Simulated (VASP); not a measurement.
# C (Cmme) in VASP: single point with PBEsol

Aim: the single point of C with PBEsol.

All numbers are computed with VASP 6.6.1; they aren't measurements. Logs are shortened: lines on timing, memory, paths and dates and some standing lists are left out, and cuts for length are marked.

**1. The cell of the first run**

The typed cell holds 4 atoms: a = 2.459 Å, b = 2.459 Å, c = 7.374 Å, α = 90.00°, β = 90.00°, γ = 119.99°.

**2. Single point, PBEsol**

INCAR

```
PREC = Accurate ; ENCUT = 600
EDIFF = 1E-6 ; ISMEAR = 0
SIGMA = 0.1 ; LREAL = False
LASPH = True ; NELM = 120
ALGO = Normal ; ISIF = 2
LWAVE = False ; LCHARG = True
GGA = PS ; LELF = True
LVHAR = True ; NBANDS = 16
GGA_COMPAT = False
```

KPOINTS

```
regular mesh
0
Gamma
  6 6 2
```

POSCAR

```
C
1.0
    1.2294723647     -2.1290725371      0.0000000000
    1.2294723647      2.1290725371      0.0000000000
    0.0000000000      0.0000000000      7.3735327415
C
4
Direct
    0.5833218208      0.4166781792      0.7500600732
    0.0833218208      0.9166781792      0.2499399268
    0.4166781792      0.5833218208      0.2499399268
    0.9166781792      0.0833218208      0.7500600732
```

Potentials or basis: VASP PAW PBE potentials, release 64 (C).

Started as:

```bash
$ cat potpaw_PBE.64/C/POTCAR > POTCAR
$ mpirun -np 1 vasp_std > vasp.out
```

OUTCAR:

```text
PREC = Accurate
   ENCUT = 600
   EDIFF = 1E-6
   ISMEAR = 0
   LREAL = False
   LASPH = True
   NELM = 120
   ISIF = 2
   GGA = PS

 ion  position               nearest neighbor table
   1  0.583  0.417  0.750-   4 1.42   4 1.42   4 1.42
   2  0.083  0.917  0.250-   3 1.42   3 1.42   3 1.42
   3  0.417  0.583  0.250-   2 1.42   2 1.42   2 1.42
   4  0.917  0.083  0.750-   1 1.42   1 1.42   1 1.42

  LATTYP: Found a base centered orthorhombic cell.
 ALAT       =     2.4589447294
 B/A-ratio  =     1.7316961310
 C/A-ratio  =     2.9986573725

  Lattice vectors:

 A1 = (   1.2294723647,  -2.1290725371,   0.0000000000)
 A2 = (   1.2294723647,   2.1290725371,   0.0000000000)
 A3 = (   0.0000000000,   0.0000000000,   7.3735327415)

Analysis of symmetry for initial positions (statically):
=====================================================================
 Subroutine PRICEL returns:
 Original cell was already a primitive cell.

 Routine SETGRP: Setting up the symmetry group for a
 base centered orthorhombic supercell.

 Subroutine GETGRP returns: Found  8 space group operations
 (whereof  4 operations were pure point group operations)
 out of a pool of  8 trial point group operations.

The static configuration has the point symmetry C_2h.
 The point group associated with its full space group is D_2h.

Analysis of symmetry for dynamics (positions and initial velocities):
=====================================================================
 Subroutine PRICEL returns:
 Original cell was already a primitive cell.

 Routine SETGRP: Setting up the symmetry group for a
 base centered orthorhombic supercell.

 Subroutine GETGRP returns: Found  8 space group operations
 (whereof  4 operations were pure point group operations)
 out of a pool of  8 trial point group operations.

The dynamic configuration has the point symmetry C_2h.
 The point group associated with its full space group is D_2h.

 Subroutine INISYM returns: Found  8 space group operations
 (whereof  4 operations are pure point group operations),
 and found     1 'primitive' translations

----------------------------------------------------------------------------------------

                                     Primitive cell

  volume of cell :      38.6024

  direct lattice vectors                    reciprocal lattice vectors
     1.229472365 -2.129072537  0.000000000     0.406678519 -0.234844042  0.000000000
     1.229472365  2.129072537  0.000000000     0.406678519  0.234844042  0.000000000
     0.000000000  0.000000000  7.373532742     0.000000000  0.000000000  0.135620202

  length of vectors
     2.458567096  2.458567096  7.373532742     0.469615951  0.469615951  0.135620202

  position of ions in fractional coordinates (direct lattice)
     0.583321821  0.416678179  0.750060073
     0.083321821  0.916678179  0.249939927
     0.416678179  0.583321821  0.249939927
     0.916678179  0.083321821  0.750060073

  ion indices of the primitive-cell ions
   primitive index   ion index
                 1           1
                 2           2
                 3           3
                 4           4

----------------------------------------------------------------------------------------

 KPOINTS: regular mesh

Automatic generation of k-mesh.
 Grid dimensions read from file:
 generate k-points for:    6    6    2

 Generating k-lattice:

  Cartesian coordinates                     Fractional coordinates (reciprocal lattice)
     0.067779753 -0.039140674  0.000000000     0.166666667  0.000000000  0.000000000
     0.067779753  0.039140674  0.000000000     0.000000000  0.166666667  0.000000000
     0.000000000  0.000000000  0.067810101     0.000000000  0.000000000  0.500000000

  Length of vectors
     0.078269325  0.078269325  0.067810101

  Shift w.r.t. Gamma in fractional coordinates (k-lattice)
     0.000000000  0.000000000  0.000000000

 Subroutine IBZKPT returns following result:
 ===========================================

 Found     26 irreducible k-points:

 Following reciprocal coordinates:
            Coordinates               Weight
  0.000000  0.000000  0.000000      1.000000
  0.166667  0.000000  0.000000      4.000000
  0.333333  0.000000  0.000000      4.000000
  0.500000  0.000000  0.000000      2.000000
  0.166667  0.166667  0.000000      2.000000
  0.333333  0.166667  0.000000      4.000000
[... 16 lines left out ...]
  0.333333  0.333333  0.500000      2.000000
  0.500000  0.333333  0.500000      4.000000
 [... further k-points ...]
   k-points           NKPTS =     26   k-points in BZ     NKDIM =     26   number of bands    NBANDS=     16
   number of dos      NEDOS =    301   number of ions     NIONS =      4
   total plane-waves  NPLWV =  24000
   dimension x,y,z NGX =    20 NGY =   20 NGZ =   60
   dimension x,y,z NGXF=    40 NGYF=   40 NGZF=  120
   ions per type =               4
   NGX,Y,Z   is equivalent  to a cutoff of  13.52, 13.52, 13.53 a.u.
   NGXF,Y,Z  is equivalent  to a cutoff of  27.05, 27.05, 27.06 a.u.
 SYSTEM =  unknown system
   PREC   = accura    normal or accurate (medium, high low for compatibility)
   ISTART =      0    job   : 0-new  1-cont  2-samecut
   ICHARG =      2    charge: 1-file 2-atom 10-const
   ISPIN  =      1    spin polarized calculation?
   LNONCOLLINEAR =      F non collinear calculations
   LSORBIT =      F    spin-orbit coupling
   LASPH  =      T    aspherical Exc in radial PAW
   ENCUT  =  600.0 eV  44.10 Ry    6.64 a.u.   4.91  4.91 14.73*2*pi/ulx,y,z
   NELM   =    120;   NELMIN=  2; NELMDL= -5     # of ELM steps
   EDIFF  = 0.1E-05   stopping-criterion for ELM
   LREAL  =      F    real-space projection
   EDIFFG = 0.1E-04   stopping-criterion for IOM
   NSW    =      0    number of steps for IOM
   IBRION =     -1    ionic relax: 0-MD 1-quasi-New 2-CG
   NFREE  =      0    steps in history (QN), initial steepest desc. (CG)
   ISIF   =      2    stress and relaxation
   ISYM   =      2    0-nonsym 1-usesym 2-fastsym
   POTIM  = 0.5000    time-step for ionic-motion
   TEBEG  =    0.0;   TEEND  =   0.0 temperature during run
   PSTRESS=    0.0 pullay stress
   NELECT =      16.0000    total number of electrons
   NUPDOWN=      -1.0000    fix difference up-down
   EMIN   =  10.00;   EMAX   =-10.00  energy-range for DOS
   EFERMI =   0.00;   METHOD = LEGACY
   ISMEAR =     0;   SIGMA  =   0.10  broadening in eV -4-tet -1-fermi 0-gaus
   EFERMI_NEDOS =   21; number of points for ismear=-14 and -15
   IALGO  =     38    algorithm
   IMIX   =      4    mixing-type and parameters
     AMIX     =   0.40;   BMIX     =  1.00
     AMIX_MAG =   1.60;   BMIX_MAG =  1.00
  volume/ion in A,a.u.               =       9.65        65.13
  Fermi-wavevector in a.u.,A,eV,Ry     =   1.220609  2.306616 20.271132  1.489886
  Thomas-Fermi vector in A             =   2.355820
   LORBIT       =      0    0 simple, 1 ext, 2 COOP (PROOUT), +10 PAW based schemes
   GGA     = PS    functional components
   LHFCALC =     F    Hartree Fock is set to
   AEXX    =    0.0000 exact exchange contribution
   IVDW    =     0    specifies the selected vdW correction
   LEPSILON=     F    determine dielectric tensor
   LRPA    =     F    only Hartree local field effects (RPA)
 non-spin polarized calculation
 Gauss-broadening in eV      SIGMA  =   0.10
  energy-cutoff  :      600.00
  volume of cell :       38.60
 maximum number of plane-waves:      1326
   NGX =  9   NGY =  9   NGZ = 29

 number of electron      15.9999999 magnetization

 Free energy of the ion-electron system (eV)
  ---------------------------------------------------
  ext. energy  EPLUGINS =         0.00000000
  ---------------------------------------------------
  free energy    TOTEN  =       -38.50277629 eV

  energy without entropy =      -38.49587508  energy(sigma->0) =      -38.49932569

 E-fermi :   3.8560     XC(G=0):  -9.8950

 val. band max:        3.8555354234   @ k =   0.3333   0.3333   0.5000
 cond. band min:       3.8567460363   @ k =   0.3333   0.3333   0.5000
 fundamental gap:      0.0012106129
 Fermi energy:         3.8559901478

 k-point     1 :       0.0000    0.0000    0.0000
  band No.  band energies     occupation
      1     -15.7565      2.00000
      2     -15.6139      2.00000
      3      -4.4237      2.00000
      4      -3.2131      2.00000
      5       0.8583      2.00000
      6       0.8658      2.00000
[... 8 lines left out ...]
     15      15.3910      0.00000
     16      15.4555      0.00000

 k-point     2 :       0.1667    0.0000    0.0000
  band No.  band energies     occupation
      1     -15.0951      2.00000
      2     -14.9590      2.00000
      3      -3.6214      2.00000
      4      -2.4477      2.00000
      5      -1.4461      2.00000
      6      -1.4192      2.00000
[... 8 lines left out ...]
     15      14.7784      0.00000
     16      14.7786      0.00000

 k-point     3 :       0.3333    0.0000    0.0000
  band No.  band energies     occupation
      1     -13.1432      2.00000
      2     -13.0257      2.00000
      3      -5.7887      2.00000
      4      -5.7299      2.00000
      5      -1.9145      2.00000
      6      -1.9143      2.00000
[... 8 lines left out ...]
     15      18.8621      0.00000
     16      20.2135      0.00000

 k-point     4 :       0.5000    0.0000    0.0000
  band No.  band energies     occupation
      1     -10.3727      2.00000
      2     -10.3727      2.00000
      3      -9.4237      2.00000
      4      -9.4237      2.00000
      5      -2.5560      2.00000
      6      -2.5560      2.00000
[... 8 lines left out ...]
     15      17.5840      0.00000
     16      17.5840      0.00000

 k-point     5 :       0.1667    0.1667    0.0000
  band No.  band energies     occupation
      1     -13.7886      2.00000
      2     -13.6652      2.00000
      3      -3.8868      2.00000
      4      -3.8420      2.00000
      5      -2.5817      2.00000
      6      -2.5530      2.00000
[... 8 lines left out ...]
     15      15.5183      0.00000
     16      15.5850      0.00000

 k-point     6 :       0.3333    0.1667    0.0000
  band No.  band energies     occupation
      1     -11.2713      2.00000
      2     -11.1732      2.00000
      3      -7.5718      2.00000
      4      -7.5011      2.00000
      5      -4.2266      2.00000
      6      -4.1875      2.00000
[... 8 lines left out ...]
     15      16.2782      0.00000
     16      16.9196      0.00000

 k-point     7 :       0.5000    0.1667    0.0000
  band No.  band energies     occupation
      1     -11.2705      2.00000
      2     -11.1717      2.00000
      3      -7.5703      2.00000
      4      -7.5061      2.00000
      5      -4.2241      2.00000
      6      -4.1885      2.00000
[... 8 lines left out ...]
     15      16.9119      0.00000
     16      17.2195      0.00000

 k-point     8 :      -0.3333    0.1667    0.0000
  band No.  band energies     occupation
      1     -13.7882      2.00000
      2     -13.6643      2.00000
      3      -3.8651      2.00000
      4      -3.8651      2.00000
      5      -2.5679      2.00000
      6      -2.5660      2.00000
[... 8 lines left out ...]
     15      15.5207      0.00000
     16      15.5854      0.00000

 k-point     9 :      -0.1667    0.1667    0.0000
  band No.  band energies     occupation
      1     -15.0949      2.00000
      2     -14.9587      2.00000
      3      -3.6223      2.00000
      4      -2.4460      2.00000
      5      -1.4422      2.00000
      6      -1.4178      2.00000
[... 8 lines left out ...]
     15      14.7580      0.00000
     16      14.7993      0.00000
[... 172 lines left out ...]
 k-point    19 :       0.3333    0.1667    0.5000
  band No.  band energies     occupation
      1     -11.2229      2.00000
      2     -11.2227      2.00000
      3      -7.5370      2.00000
      4      -7.5368      2.00000
      5      -4.2073      2.00000
      6      -4.2072      2.00000
[... 8 lines left out ...]
     15      17.3473      0.00000
     16      17.3476      0.00000

 k-point    20 :       0.5000    0.1667    0.5000
  band No.  band energies     occupation
      1     -11.2218      2.00000
      2     -11.2215      2.00000
      3      -7.5386      2.00000
      4      -7.5385      2.00000
      5      -4.2066      2.00000
      6      -4.2065      2.00000
[... 8 lines left out ...]
     15      17.3037      0.00000
     16      17.3043      0.00000

 k-point    21 :      -0.3333    0.1667    0.5000
  band No.  band energies     occupation
      1     -13.7272      2.00000
      2     -13.7270      2.00000
      3      -3.8649      2.00000
      4      -3.8649      2.00000
      5      -2.5673      2.00000
      6      -2.5673      2.00000
[... 8 lines left out ...]
     15      15.5433      0.00000
     16      15.5434      0.00000

 k-point    22 :      -0.1667    0.1667    0.5000
  band No.  band energies     occupation
      1     -15.0281      2.00000
      2     -15.0278      2.00000
      3      -3.0796      2.00000
      4      -3.0779      2.00000
      5      -1.4299      2.00000
      6      -1.4298      2.00000
[... 8 lines left out ...]
     15      14.7785      0.00000
     16      14.7786      0.00000

 k-point    23 :       0.3333    0.3333    0.5000
  band No.  band energies     occupation
      1      -8.6937      2.00000
      2      -8.6936      2.00000
      3      -8.6902      2.00000
      4      -8.6900      2.00000
      5      -6.7999      2.00000
      6      -6.7999      2.00000
[... 8 lines left out ...]
     15      17.7374      0.00000
     16      17.7381      0.00000

 k-point    24 :       0.5000    0.3333    0.5000
  band No.  band energies     occupation
      1     -11.2210      2.00000
      2     -11.2208      2.00000
      3      -7.5367      2.00000
      4      -7.5365      2.00000
      5      -4.2098      2.00000
      6      -4.2097      2.00000
[... 8 lines left out ...]
     15      17.1131      0.00000
     16      17.1131      0.00000

 [... further k-points ...]
[... 5 lines left out ...]
  --------------------------------------------------------------------------------------
  -------------------------------------------------------------------------------------
  Total        0.3047571      0.2469924     -0.1905800      0.0000000      0.0000000      0.0000000
  in kB       12.6488059     10.2513072     -7.9099392      0.0000000      0.0000000      0.0000000
  external PRESSURE =       4.9967246 kB  Pullay stress =       0.0000000 kB

 VOLUME and BASIS-vectors are now :
 -----------------------------------------------------------------------------
  energy-cutoff  :      600.00
  volume of cell :       38.60
      direct lattice vectors                 reciprocal lattice vectors
     1.229472365 -2.129072537  0.000000000     0.406678519 -0.234844042  0.000000000
     1.229472365  2.129072537  0.000000000     0.406678519  0.234844042  0.000000000
     0.000000000  0.000000000  7.373532742     0.000000000  0.000000000  0.135620202

 POSITION                                       TOTAL-FORCE (eV/Angst)
 -----------------------------------------------------------------------------------
      1.22947     -0.35480      5.53059         0.000000      0.004814      0.000113
      1.22947      1.77428      1.84294         0.000000      0.004814     -0.000113
      1.22947      0.35480      1.84294         0.000000     -0.004814     -0.000113
      1.22947     -1.77428      5.53059         0.000000     -0.004814      0.000113
 -----------------------------------------------------------------------------------
    total drift:                                0.000000     -0.000000      0.000000

  FREE ENERGIE OF THE ION-ELECTRON SYSTEM (eV)
  ---------------------------------------------------
  free  energy   TOTEN  =       -38.5027762858 eV

  energy  without entropy=      -38.4958750849  energy(sigma->0) =      -38.49932569
```

Run time: 24 s. Hardware: 1 thread of Intel Xeon 8259CL, shared host; peak memory 0.16 GiB.

Results:

| Property | Result |
| --- | --- |
| Free energy | -38.5028 eV |
| Pressure | 0.5 GPa |
| Largest force | 0.005 eV/Å |
| Band gap on the k mesh | zero (filled and empty bands touch) |

Forces on the atoms (eV/Å):
```
C    0.000  0.005  0.000
C    0.000  0.005  0.000
C    0.000 -0.005  0.000
C    0.000 -0.005  0.000
```

Caveat: the k points lie up to 0.49 Å⁻¹ apart; the PAW data sets were made with another functional, which shifts forces and pressure a little; this functional lacks dispersion, which binds the layers, so the pressure and a relaxed spacing across them are unreliable.
